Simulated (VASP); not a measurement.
# MgS (P1) in VASP: single point with r2SCAN

Aim: the single point of MgS with r2SCAN.

Everything below comes from runs of VASP 6.6.1. Logs are shortened: lines on timing, memory, paths and dates and some standing lists are left out, and cuts for length are marked.

## Step 1: The cell of the first run

The typed cell holds 16 atoms: a = 6.526 Å, b = 6.526 Å, c = 6.526 Å, α = 90.00°, β = 90.00°, γ = 90.00°.

## Step 2: Single point, r2SCAN

The input, POSCAR:

```
MgS
1.0
    6.5256348140      0.0000000000      0.0000000000
    0.0000000000      6.5256348140      0.0000000000
    0.0000000000      0.0000000000      6.5256348140
Mg S
8 8
Direct
   -0.0010589008      0.0000827506     -0.0438913620
    0.0047449790      0.0090083190      0.4768477073
   -0.0176883940      0.4910627228      0.0133367868
    0.0066785840      0.5038838510      0.4986164707
    0.4941048790     -0.0041877918      0.0152446471
    0.4955309471      0.0043186603      0.4911281571
    0.5138131531      0.5024914960      0.0490743060
    0.5002538593      0.4983758811      0.5394788554
    0.2518176464      0.2402647474      0.2547171344
    0.2412280253      0.2590229224      0.7469950647
    0.2480832970      0.7676454694      0.2217690755
    0.2729038708      0.7291370320      0.7436081145
    0.7421844982      0.2480839100      0.2269343968
    0.7387071354      0.2573060013      0.7452237428
    0.7302598346      0.7269298904      0.2724868998
    0.7775606733      0.7677922751      0.7580657118
```

The input, INCAR.step1:

```
PREC     = Accurate       # precision mode
ENCUT    = 520            # plane-wave cutoff, eV
ISMEAR   = -1             # smearing method
SIGMA    = 0.086          # smearing width, eV
LREAL    = Auto         
LASPH    = True           # aspherical terms in the spheres
NELM     = 60             # most SCF steps
NBANDS   = 46             # bands
GGA      = PE             # functional
ALGO     = Normal         # electronic algorithm
EDIFF    = 1E-4           # SCF threshold, eV
LWAVE    = True           # write WAVECAR
LCHARG   = False          # write CHGCAR
```

The input, INCAR.step2:

```
PREC     = Accurate       # precision mode
ENCUT    = 520            # plane-wave cutoff, eV
EDIFF    = 1E-6           # SCF threshold, eV
ISMEAR   = -1             # smearing method
SIGMA    = 0.086          # smearing width, eV
LREAL    = Auto         
LASPH    = True           # aspherical terms in the spheres
NELM     = 60             # most SCF steps
ALGO     = Normal         # electronic algorithm
ISIF     = 2              # what is computed and relaxed
LWAVE    = False          # write WAVECAR
LCHARG   = False          # write CHGCAR
METAGGA  = R2SCAN         # meta-GGA
LMIXTAU  = True         
NBANDS   = 46             # bands
ISTART   = 1
```

The input, KPOINTS:

```
Automatic mesh
0
Gamma
  2 2 2
```

Potentials or basis: VASP PAW PBE potentials, release 64 (Mg, S).

Launch:

```sh
$ cat potpaw_PBE.64/Mg/POTCAR potpaw_PBE.64/S/POTCAR > POTCAR
$ cp INCAR.step1 INCAR
$ mpirun -np 1 vasp_std > vasp.out
$ cp INCAR.step2 INCAR
$ mpirun -np 1 vasp_std > vasp.out
```

OUTCAR:

```text
PREC = Accurate
   ENCUT = 520
   EDIFF = 1E-6
   ISMEAR = -1
   LREAL = Auto
   LASPH = True
   NELM = 60
   ISIF = 2
   METAGGA = R2SCAN
   ISTART = 1

 ion  position               nearest neighbor table
   1  0.999  0.000  0.956-  16 2.46  10 2.69  14 2.76  11 2.82  12 2.87  13 2.92   9 3.00   2 3.13
                             3 3.23   5 3.25   5 3.32   3 3.34   2 3.40
   2  0.005  0.009  0.477-   9 2.64  11 2.79  13 2.83  16 2.84  10 2.86  15 2.89  14 2.95  12 3.07
                             1 3.13   6 3.20   4 3.23   4 3.30   6 3.32   1 3.40
   3  0.982  0.491  0.013-  13 2.63  16 2.80  14 2.81  15 2.82  11 2.85  10 2.86   9 2.87  12 3.02
                             7 3.07   4 3.17   1 3.23   1 3.34   4 3.36   7 3.48
   4  0.007  0.504  0.499-  10 2.74  15 2.75  12 2.78   9 2.84  16 2.84  14 2.87  11 2.95  13 2.98
                             3 3.17   8 3.23   2 3.23   2 3.30   8 3.32   3 3.36
   5  0.494  0.996  0.015-  11 2.57  13 2.69   9 2.74  12 2.87  15 2.88  16 2.91  14 2.93  10 2.96
                             6 3.11   7 3.23   1 3.25   7 3.32   1 3.32   6 3.42
   6  0.496  0.004  0.491-   9 2.70  15 2.77  14 2.83  12 2.84  11 2.84  13 2.84  10 2.88  16 2.97
                             5 3.11   2 3.20   8 3.24   8 3.32   2 3.32   5 3.42
   7  0.514  0.502  0.049-  15 2.50  13 2.51  11 2.70   9 2.77  12 2.94  14 2.94   3 3.07  16 3.09
                            10 3.09   8 3.20   5 3.23   5 3.32   8 3.33   3 3.48
   8  0.500  0.498  0.539-  12 2.50  14 2.59  10 2.67  15 2.74  16 2.90   9 2.99  13 3.05  11 3.18
                             7 3.20   4 3.23   6 3.24   4 3.32   6 3.32   7 3.33
   9  0.252  0.240  0.255-   2 2.64   6 2.70   5 2.74   7 2.77   4 2.84   3 2.87   8 2.99   1 3.00

  10  0.241  0.259  0.747-   8 2.67   1 2.69   4 2.74   2 2.86   3 2.86   6 2.88   5 2.96   7 3.09

  11  0.248  0.768  0.222-   5 2.57   7 2.70   2 2.79   1 2.82   6 2.84   3 2.85   4 2.95   8 3.18

  12  0.273  0.729  0.744-   8 2.50   4 2.78   6 2.84   1 2.87   5 2.87   7 2.94   3 3.02   2 3.07

  13  0.742  0.248  0.227-   7 2.51   3 2.63   5 2.69   2 2.83   6 2.84   1 2.92   4 2.98   8 3.05

  14  0.739  0.257  0.745-   8 2.59   1 2.76   3 2.81   6 2.83   4 2.87   5 2.93   7 2.94   2 2.95

  15  0.730  0.727  0.272-   7 2.50   8 2.74   4 2.75   6 2.77   3 2.82   5 2.88   2 2.89
  16  0.778  0.768  0.758-   1 2.46   3 2.80   2 2.84   4 2.84   8 2.90   5 2.91   6 2.97   7 3.09

  LATTYP: Found a simple cubic cell.
 ALAT       =     6.5256348140

  Lattice vectors:

 A1 = (   6.5256348140,   0.0000000000,   0.0000000000)
 A2 = (   0.0000000000,   6.5256348140,   0.0000000000)
 A3 = (   0.0000000000,   0.0000000000,   6.5256348140)

Analysis of symmetry for initial positions (statically):
=====================================================================
 Subroutine PRICEL returns:
 Original cell was already a primitive cell.

 Routine SETGRP: Setting up the symmetry group for a
 simple cubic supercell.

 Subroutine GETGRP returns: Found  1 space group operations
 (whereof  1 operations were pure point group operations)
 out of a pool of 48 trial point group operations.

The static configuration has the point symmetry C_1 .

Analysis of symmetry for dynamics (positions and initial velocities):
=====================================================================
 Subroutine PRICEL returns:
 Original cell was already a primitive cell.

 Routine SETGRP: Setting up the symmetry group for a
 simple cubic supercell.

 Subroutine GETGRP returns: Found  1 space group operations
 (whereof  1 operations were pure point group operations)
 out of a pool of 48 trial point group operations.

The dynamic configuration has the point symmetry C_1 .

 Subroutine INISYM returns: Found  1 space group operations
 (whereof  1 operations are pure point group operations),
 and found     1 'primitive' translations

----------------------------------------------------------------------------------------

                                     Primitive cell

  volume of cell :     277.8870

  direct lattice vectors                    reciprocal lattice vectors
     6.525634814  0.000000000  0.000000000     0.153241796  0.000000000  0.000000000
     0.000000000  6.525634814  0.000000000     0.000000000  0.153241796  0.000000000
     0.000000000  0.000000000  6.525634814     0.000000000  0.000000000  0.153241796

  length of vectors
     6.525634814  6.525634814  6.525634814     0.153241796  0.153241796  0.153241796

  position of ions in fractional coordinates (direct lattice)
     0.998941099  0.000082751  0.956108638
     0.004744979  0.009008319  0.476847707
     0.982311606  0.491062723  0.013336787
     0.006678584  0.503883851  0.498616471
     0.494104879  0.995812208  0.015244647
     0.495530947  0.004318660  0.491128157
[... 8 lines left out ...]
     0.730259835  0.726929890  0.272486900
     0.777560673  0.767792275  0.758065712

  ion indices of the primitive-cell ions
   primitive index   ion index
                 1           1
                 2           2
                 3           3
                 4           4
                 5           5
                 6           6
[... 8 lines left out ...]
                15          15
                16          16

----------------------------------------------------------------------------------------

 KPOINTS: Automatic mesh

Automatic generation of k-mesh.
 Grid dimensions read from file:
 generate k-points for:    2    2    2

 Generating k-lattice:

  Cartesian coordinates                     Fractional coordinates (reciprocal lattice)
     0.076620898  0.000000000  0.000000000     0.500000000  0.000000000  0.000000000
     0.000000000  0.076620898  0.000000000     0.000000000  0.500000000  0.000000000
     0.000000000  0.000000000  0.076620898     0.000000000  0.000000000  0.500000000

  Length of vectors
     0.076620898  0.076620898  0.076620898

  Shift w.r.t. Gamma in fractional coordinates (k-lattice)
     0.000000000  0.000000000  0.000000000

 Subroutine IBZKPT returns following result:
 ===========================================

 Found      8 irreducible k-points:

 Following reciprocal coordinates:
            Coordinates               Weight
  0.000000  0.000000  0.000000      1.000000
  0.500000  0.000000  0.000000      1.000000
  0.000000  0.500000  0.000000      1.000000
  0.000000  0.000000  0.500000      1.000000
  0.500000  0.500000  0.000000      1.000000
  0.000000  0.500000  0.500000      1.000000
  0.500000  0.000000  0.500000      1.000000
  0.500000  0.500000  0.500000      1.000000
   k-points           NKPTS =      8   k-points in BZ     NKDIM =      8   number of bands    NBANDS=     46
   number of dos      NEDOS =    301   number of ions     NIONS =     16
   total plane-waves  NPLWV = 125000
   dimension x,y,z NGX =    50 NGY =   50 NGZ =   50
   dimension x,y,z NGXF=   100 NGYF=  100 NGZF=  100
   ions per type =               8   8
   NGX,Y,Z   is equivalent  to a cutoff of  12.74, 12.74, 12.74 a.u.
   NGXF,Y,Z  is equivalent  to a cutoff of  25.48, 25.48, 25.48 a.u.
 SYSTEM =  unknown system
   PREC   = accura    normal or accurate (medium, high low for compatibility)
   ISTART =      1    job   : 0-new  1-cont  2-samecut
   ICHARG =      0    charge: 1-file 2-atom 10-const
   ISPIN  =      1    spin polarized calculation?
   LNONCOLLINEAR =      F non collinear calculations
   LSORBIT =      F    spin-orbit coupling
   LASPH  =      T    aspherical Exc in radial PAW
   ENCUT  =  520.0 eV  38.22 Ry    6.18 a.u.  12.13 12.13 12.13*2*pi/ulx,y,z
   NELM   =     60;   NELMIN=  2; NELMDL=  0     # of ELM steps
   EDIFF  = 0.1E-05   stopping-criterion for ELM
   LREAL  =      T    real-space projection
   EDIFFG = 0.1E-04   stopping-criterion for IOM
   NSW    =      0    number of steps for IOM
   IBRION =     -1    ionic relax: 0-MD 1-quasi-New 2-CG
   NFREE  =      0    steps in history (QN), initial steepest desc. (CG)
   ISIF   =      2    stress and relaxation
   ISYM   =      2    0-nonsym 1-usesym 2-fastsym
   POTIM  = 0.5000    time-step for ionic-motion
   TEBEG  =    0.0;   TEEND  =   0.0 temperature during run
   PSTRESS=    0.0 pullay stress
   NELECT =      64.0000    total number of electrons
   NUPDOWN=      -1.0000    fix difference up-down
   EMIN   =  10.00;   EMAX   =-10.00  energy-range for DOS
   EFERMI =   0.00;   METHOD = LEGACY
   ISMEAR =    -1;   SIGMA  =   0.09  broadening in eV -4-tet -1-fermi 0-gaus
   EFERMI_NEDOS =   21; number of points for ismear=-14 and -15
   IALGO  =     38    algorithm
   IMIX   =      4    mixing-type and parameters
     AMIX     =   0.40;   BMIX     =  1.00
     AMIX_MAG =   1.60;   BMIX_MAG =  1.00
  volume/ion in A,a.u.               =      17.37       117.20
  Fermi-wavevector in a.u.,A,eV,Ry     =   1.003488  1.896317 13.700898  1.006988
  Thomas-Fermi vector in A             =   2.136043
   LORBIT       =      0    0 simple, 1 ext, 2 COOP (PROOUT), +10 PAW based schemes
   METAGGA = R2SCAN    functional components
   LHFCALC =     F    Hartree Fock is set to
   AEXX    =    0.0000 exact exchange contribution
   IVDW    =     0    specifies the selected vdW correction
   LEPSILON=     F    determine dielectric tensor
   LRPA    =     F    only Hartree local field effects (RPA)
 non-spin polarized calculation
  energy-cutoff  :      520.00
  volume of cell :      277.89
 maximum number of plane-waves:      7568
 NGX is ok and might be reduce to    50
   NGX = 25   NGY = 25   NGZ = 25

 number of electron      64.0000002 magnetization

 Free energy of the ion-electron system (eV)
  ---------------------------------------------------
  ext. energy  EPLUGINS =         0.00000000
  ---------------------------------------------------
  free energy    TOTEN  =      -112.80310651 eV

  energy without entropy =     -112.79293506  energy(sigma->0) =     -112.79802079

 E-fermi :   5.6095     XC(G=0): -10.2334

 val. band max:        5.2880646811   @ k =   0.0000   0.0000   0.0000
 cond. band min:       5.9301321184   @ k =   0.0000   0.0000   0.0000
 fundamental gap:      0.6420674373
 Fermi energy:         5.6095334548

 k-point     1 :       0.0000    0.0000    0.0000
  band No.  band energies     occupation
      1      -9.3940      2.00000
      2      -8.2066      2.00000
      3      -8.1628      2.00000
      4      -8.1337      2.00000
      5      -7.1793      2.00000
      6      -7.1520      2.00000
[... 36 lines left out ...]
     43      10.2722      0.00000
     44      10.4006      0.00000

 k-point     2 :       0.5000    0.0000    0.0000
  band No.  band energies     occupation
      1      -8.9688      2.00000
      2      -8.7888      2.00000
      3      -7.8271      2.00000
      4      -7.7568      2.00000
      5      -7.6374      2.00000
      6      -7.6188      2.00000
[... 274 lines left out ...]
 k-point     8 :       0.5000    0.5000    0.5000
  band No.  band energies     occupation
      1      -8.3391      2.00000
      2      -8.1873      2.00000
      3      -7.9799      2.00000
      4      -7.8329      2.00000
      5      -7.8097      2.00000
      6      -7.7597      2.00000
[... 36 lines left out ...]
     43      10.7810      0.00000
     44      10.8409      0.00000
 [bands above 44 left out]

------------------------ aborting loop because EDIFF is reached ----------------------------------------

  FORCE on cell =-STRESS in cart. coord.  units (eV):
  Direction    XX          YY          ZZ          XY          YZ          ZX
  --------------------------------------------------------------------------------------
  -------------------------------------------------------------------------------------
  Total        0.8680029      0.9893708      2.1285674      0.2519572      0.4970170      0.5729862
  in kB        5.0045317      5.7042871     12.2724051      1.4526770      2.8655863      3.3035923
  external PRESSURE =       7.6604080 kB  Pullay stress =       0.0000000 kB

 VOLUME and BASIS-vectors are now :
 -----------------------------------------------------------------------------
  energy-cutoff  :      520.00
  volume of cell :      277.89
      direct lattice vectors                 reciprocal lattice vectors
     6.525634814  0.000000000  0.000000000     0.153241796  0.000000000  0.000000000
     0.000000000  6.525634814  0.000000000     0.000000000  0.153241796  0.000000000
     0.000000000  0.000000000  6.525634814     0.000000000  0.000000000  0.153241796

 POSITION                                       TOTAL-FORCE (eV/Angst)
 -----------------------------------------------------------------------------------
      6.51872      0.00054      6.23922         0.347602      0.249383      0.115629
      0.03096      0.05879      3.11173         0.002065      0.054872      0.042870
      6.41021      3.20450      0.08703         0.401718      0.113542     -0.558923
      0.04358      3.28816      3.25379         0.037936     -0.028885      0.595659
      3.22435      6.49831      0.09948         0.077447      0.197986     -0.611317
      3.23365      0.02818      3.20492        -0.063849     -0.078310      0.529685
[... 8 lines left out ...]
      4.76541      4.74368      1.77815        -0.153280     -0.429575      1.083152
      5.07408      5.01033      4.94686         0.918609      0.536331      0.772710
 -----------------------------------------------------------------------------------
    total drift:                                0.003948      0.001545     -0.002502

  FREE ENERGIE OF THE ION-ELECTRON SYSTEM (eV)
  ---------------------------------------------------
  free  energy   TOTEN  =      -112.8031065122 eV

  energy  without entropy=     -112.7929350585  energy(sigma->0) =     -112.79802079
```

It took 6.9 min on 1 thread of Intel Xeon Platinum 8259CL at 2.50GHz (Skylake/Cascade Lake), shared host; peak memory 0.39 GiB.

What came out:

| Property | Result |
| --- | --- |
| Free energy | -112.8031 eV |
| Pressure | 0.8 GPa |
| Largest force | 1.738 eV/Å |
| Band gap on the k mesh | 0.64 eV, direct |

Forces in eV/Å, atoms in the order of the input:
```
Mg   0.348  0.249  0.116
Mg   0.002  0.055  0.043
Mg   0.402  0.114 -0.559
Mg   0.038 -0.029  0.596
Mg   0.077  0.198 -0.611
Mg  -0.064 -0.078  0.530
Mg  -0.738 -0.141 -0.506
Mg   0.182 -0.090  0.213
S    0.230  0.793  0.966
S   -1.296 -1.011  0.565
S   -1.305  0.340 -0.482
S    1.142  0.028 -1.073
S    0.873 -1.185 -0.550
S   -0.656  0.651 -1.103
S   -0.153 -0.430  1.083
S    0.919  0.536  0.773
```

Levels at points of the mesh, in eV from the valence-band top:
```csv
k point,band 28,band 29,band 30,band 31,band 32,band 33,band 34,band 35,band 36,band 37
"(0.00, 0.00, 0.00)",-0.68,-0.56,-0.31,-0.20,0.00,0.64,0.66,0.99,1.70,2.34
"(0.50, 0.00, 0.00)",-0.95,-0.61,-0.44,-0.32,-0.15,1.23,1.26,2.61,2.67,2.73
"(0.00, 0.50, 0.00)",-0.98,-0.71,-0.46,-0.32,-0.17,0.99,1.42,2.59,2.66,2.79
"(0.00, 0.00, 0.50)",-0.87,-0.68,-0.59,-0.44,-0.09,0.87,1.51,2.65,2.68,2.75
"(0.50, 0.50, 0.00)",-2.41,-1.05,-0.70,-0.66,-0.60,2.88,2.90,3.02,3.12,3.64
"(0.00, 0.50, 0.50)",-2.34,-1.15,-0.94,-0.64,-0.47,2.81,2.86,3.10,3.18,3.63
"(0.50, 0.00, 0.50)",-2.38,-1.11,-0.81,-0.69,-0.46,2.61,2.91,3.00,3.11,3.54
"(0.50, 0.50, 0.50)",-2.91,-2.88,-2.86,-2.81,-2.66,3.96,3.97,4.25,4.39,4.47
```

Caveat: the k points lie up to 0.48 Å⁻¹ apart; the PAW data sets were made with another functional, which shifts forces and pressure a little. A k mesh can miss the band edges.
